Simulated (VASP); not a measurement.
# SnTe (F-43m) in VASP: further runs, part 2 of 2

VASP 6.6.1. Earlier steps stand in the parts before.

**5. Single point, r2SCAN**

POSCAR

```
SnTe
1.0
    0.0000000000      3.6111460000      3.6111460000
    3.6111460000      0.0000000000      3.6111460000
    3.6111460000      3.6111460000      0.0000000000
Sn Te
1 1
Direct
    0.0000000000      0.0000000000      0.0000000000
    0.2500000000      0.2500000000      0.2500000000
```

INCAR.step1

```
SYSTEM = SnTe
ALGO     = Normal         ! electronic algorithm
EDIFF    = 1E-5           ! SCF threshold, eV
ENCUT    = 550            ! plane-wave cutoff, eV
GGA      = PE             ! functional
GGA_COMPAT= .False.      
ISMEAR   = 0              ! smearing method
LASPH    = .True.         ! aspherical terms in the spheres
LCHARG   = .False.        ! write CHGCAR
LREAL    = .False.        ! projectors in reciprocal space
LWAVE    = .True.         ! write WAVECAR
NBANDS   = 17             ! bands
NELM     = 120            ! most SCF steps
PREC     = Accurate       ! precision mode
SIGMA    = 0.01           ! smearing width, eV
```

INCAR.step2

```
SYSTEM = SnTe
ALGO     = Normal         ! electronic algorithm
EDIFF    = 1E-6           ! SCF threshold, eV
ENCUT    = 550            ! plane-wave cutoff, eV
GGA_COMPAT= .False.      
ISIF     = 2              ! what is computed and relaxed
ISMEAR   = 0              ! smearing method
ISTART   = 1            
LASPH    = .True.         ! aspherical terms in the spheres
LCHARG   = .False.        ! write CHGCAR
LMIXTAU  = .True.       
LREAL    = .False.        ! projectors in reciprocal space
LWAVE    = .False.        ! write WAVECAR
METAGGA  = R2SCAN         ! meta-GGA
NBANDS   = 17             ! bands
NELM     = 120            ! most SCF steps
PREC     = Accurate       ! precision mode
SIGMA    = 0.01           ! smearing width, eV
```

KPOINTS

```
k-points
0
Gamma
  6 6 6
  0 0 0
```

Potentials or basis: VASP PAW PBE potentials, release 64 (Sn_d, Te).

Started as:

```bash
cat potpaw_PBE.64/Sn_d/POTCAR potpaw_PBE.64/Te/POTCAR > POTCAR
cp INCAR.step1 INCAR
mpirun -np 1 vasp_std > vasp.out
cp INCAR.step2 INCAR
mpirun -np 1 vasp_std > vasp.out
```

OUTCAR:

```text
SYSTEM = SnTe
   EDIFF = 1E-6
   ENCUT = 550
   ISIF = 2
   ISMEAR = 0
   ISTART = 1
   LASPH = .True.
   LREAL = .False.
   METAGGA = R2SCAN
   NELM = 120
   PREC = Accurate

 ion  position               nearest neighbor table
   1  0.000  0.000  0.000-   2 3.13   2 3.13   2 3.13   2 3.13
   2  0.250  0.250  0.250-   1 3.13   1 3.13   1 3.13   1 3.13

  LATTYP: Found a face centered cubic cell.
 ALAT       =     7.2222920000

  Lattice vectors:

 A1 = (   0.0000000000,   3.6111460000,   3.6111460000)
 A2 = (   3.6111460000,   0.0000000000,   3.6111460000)
 A3 = (   3.6111460000,   3.6111460000,   0.0000000000)

Analysis of symmetry for initial positions (statically):
=====================================================================
 Subroutine PRICEL returns:
 Original cell was already a primitive cell.

 Routine SETGRP: Setting up the symmetry group for a
 face centered cubic supercell.

 Subroutine GETGRP returns: Found 24 space group operations
 (whereof 24 operations were pure point group operations)
 out of a pool of 48 trial point group operations.

The static configuration has the point symmetry T_d .
[... 148 lines left out ...]
  free energy    TOTEN  =       -50.06412238 eV

  energy without entropy =      -50.06412238  energy(sigma->0) =      -50.06412238

 E-fermi :   2.9575     XC(G=0):  -7.9529

 val. band max:        2.9115524282   @ k =  -0.3333   0.5000   0.1667
 cond. band min:       3.2649998257   @ k =   0.5000   0.5000   0.0000
 fundamental gap:      0.3534473975
 Fermi energy:         2.9574977357

 k-point     1 :       0.0000    0.0000    0.0000
  band No.  band energies     occupation
      1     -19.4608      2.00000
      2     -19.4608      2.00000
      3     -19.4608      2.00000
      4     -19.4478      2.00000
      5     -19.4478      2.00000
      6      -8.9711      2.00000
[... 297 lines left out ...]
      4     -19.4483      2.00000
      5     -19.4472      2.00000
      6      -8.1423      2.00000
[... 9 lines left out ...]
     16      11.3310      0.00000
     17      11.4439      0.00000

------------------------ aborting loop because EDIFF is reached ----------------------------------------

  FORCE on cell =-STRESS in cart. coord.  units (eV):
  Direction    XX          YY          ZZ          XY          YZ          ZX
  --------------------------------------------------------------------------------------
  -------------------------------------------------------------------------------------
  Total       -0.3431814     -0.3431814     -0.3431814      0.0000000      0.0000000      0.0000000
  in kB       -5.8380687     -5.8380687     -5.8380687      0.0000000      0.0000000      0.0000000
  external PRESSURE =      -5.8380687 kB  Pullay stress =       0.0000000 kB

 VOLUME and BASIS-vectors are now :
 -----------------------------------------------------------------------------
  energy-cutoff  :      550.00
  volume of cell :       94.18
      direct lattice vectors                 reciprocal lattice vectors
     0.000000000  3.611146000  3.611146000    -0.138460201  0.138460201  0.138460201
     3.611146000  0.000000000  3.611146000     0.138460201 -0.138460201  0.138460201
     3.611146000  3.611146000  0.000000000     0.138460201  0.138460201 -0.138460201

 POSITION                                       TOTAL-FORCE (eV/Angst)
 -----------------------------------------------------------------------------------
      0.00000      0.00000      0.00000        -0.000000     -0.000000     -0.000000
      1.80557      1.80557      1.80557         0.000000      0.000000      0.000000
 -----------------------------------------------------------------------------------
    total drift:                               -0.000000     -0.000000     -0.000000

  FREE ENERGIE OF THE ION-ELECTRON SYSTEM (eV)
  ---------------------------------------------------
  free  energy   TOTEN  =       -50.0641223827 eV

  energy  without entropy=      -50.0641223827  energy(sigma->0) =      -50.06412238
```

It took 69 s on 1 thread of AMD EPYC 9R45 (Zen 5), shared host; peak memory 0.24 GiB.

Results:

| Quantity | Value |
| --- | --- |
| Free energy | -50.0641 eV |
| Pressure | -0.6 GPa |
| Band gap on the k mesh | 0.35 eV (least direct gap 0.89 eV) |

Levels at points of the mesh, in eV from the valence-band top:
```
           k point  band 8  band 9  band 10  band 11  band 12  band 13
(0.00, 0.00, 0.00)   -1.95   -1.95    -1.95     1.25     1.25     1.25
(0.50, 0.00, 0.00)   -2.50   -2.50    -1.92     2.09     2.09     3.79
(0.50, 0.50, 0.00)   -3.18   -3.18    -0.54     0.35     4.29     4.29
```

Caveat: the PAW data sets were made with another functional, which shifts forces and pressure a little; spin-orbit coupling is left out, which moves the levels of the heavy elements.

**6. Summary**

| k mesh | gap on the mesh (eV) | pressure (GPa) |
| --- | --- | --- |
| 2 × 2 × 2 | 0.91 | -1.8 |
| 3 × 3 × 3 | 0.90 | -1.4 |
| 4 × 4 × 4 | 0.16 | -0.7 |
| 6 × 6 × 6 | 0.35 | -0.6 |

Alike in all rows: task single point; level r2SCAN; potentials or basis VASP PAW PBE potentials, release 64 (Sn_d, Te); no spin polarisation; cell as given; cutoff (eV) 550; smearing gaussian 0.01 eV.

Caveats: some runs use coarse meshes; the PAW data sets were made with another functional, which shifts forces and pressure a little; spin-orbit coupling is left out, which moves the levels of the heavy elements; an odd mesh through Γ misses points on the zone boundary, where band edges can lie (at least some runs).

Absolute energies hang on the potentials; compare differences alone.
